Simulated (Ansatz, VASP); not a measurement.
## Two plane-wave programs on C

```
C
1.0
     1.23328   -2.13604    0.00000
     1.23328    2.13604    0.00000
     0.00000    0.00000    8.70703
C
4
Cartesian
  1.2333 1.5238 6.2767
  1.2333 -0.0998 2.4303
  1.2333 -1.5238 2.4303
  1.2333 0.0998 6.2767
```

Change from the starting cell: mode 1 frozen in at -0.256 Å and mode 6 at -0.256 Å (largest displacements).

Alike in both runs: task single point; functional PBE; k mesh 18 × 18 × 6; occupations gaussian, width 0.15 eV; no spin polarisation.

|  | VASP | Ansatz |
| --- | --- | --- |
| version | VASP 6.6.1 | Ansatz 0.2.0 |
| potentials or method | VASP PAW PBE potentials, release 64 (C), cutoff 520 eV | scalar-relativistic, plane waves, PAW |
| valence electrons in the cell | 16 | 16 |

VASP gave:

```
gap on the k mesh at the Fermi level (eV)                     : 0.04
least direct gap on the mesh (eV)                             : 0.04
pressure (GPa)                                                : 0.4
traceless stress, the component that is largest in VASP (GPa) : -0.26
rms of the force components (eV/Å)                            : 0.006
```

Task: Estimate Ansatz's values.

Result: gap on the k mesh at the Fermi level (eV): 0.04; least direct gap on the mesh (eV): 0.04; pressure (GPa): 0.0; traceless stress, the component that is largest in VASP (GPa): 0.15; rms of the force components (eV/Å): 0.006.

Atom by atom the forces differ by 0.000 eV/Å (rms over components).
